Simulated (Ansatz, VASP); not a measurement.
**One calculation of LaB6, two programs**

```
La B
1.0
     4.28910    0.00000    0.00000
     0.00000    4.28910    0.00000
     0.00000    0.00000    4.28910
La B
1 6
Direct
  0.00000 0.00000 0.00000
  0.20139 0.50000 0.50000
  0.79861 0.50000 0.50000
  0.50000 0.50000 0.20139
  0.50000 0.50000 0.79861
  0.50000 0.20139 0.50000
  0.50000 0.79861 0.50000
```

Alike in both runs: functional PBE; k mesh 8 × 8 × 8; occupations gaussian, width 0.05 eV; no spin polarisation.

Ansatz relaxed the structure, and its values are those at the end. VASP's run is a single point on that final structure, the one shown.

|  | VASP | Ansatz |
| --- | --- | --- |
| version | VASP 6.6.1 | Ansatz 0.2.0 |
| potentials or method | VASP PAW PBE potentials, release 64 (La, B), cutoff 520 eV | scalar-relativistic, plane waves, PAW |
| valence electrons in the cell | 29 | 29 |

```tsv
	VASP	Ansatz	Ansatz less VASP
gap on the k mesh at the Fermi level (eV)	none	none	-
pressure (GPa)	-14.0	-13.9	+0.08
rms of the force components (eV/Å)	0.007	0.000	-0.0067
```

A gap of «none» marks a metal or a gap that the smearing closes. The functional is the same, so the differences come from potentials, cutoffs and numerics. Ansatz's warnings: stress scf threshold loose.

Spin-orbit coupling is off throughout.
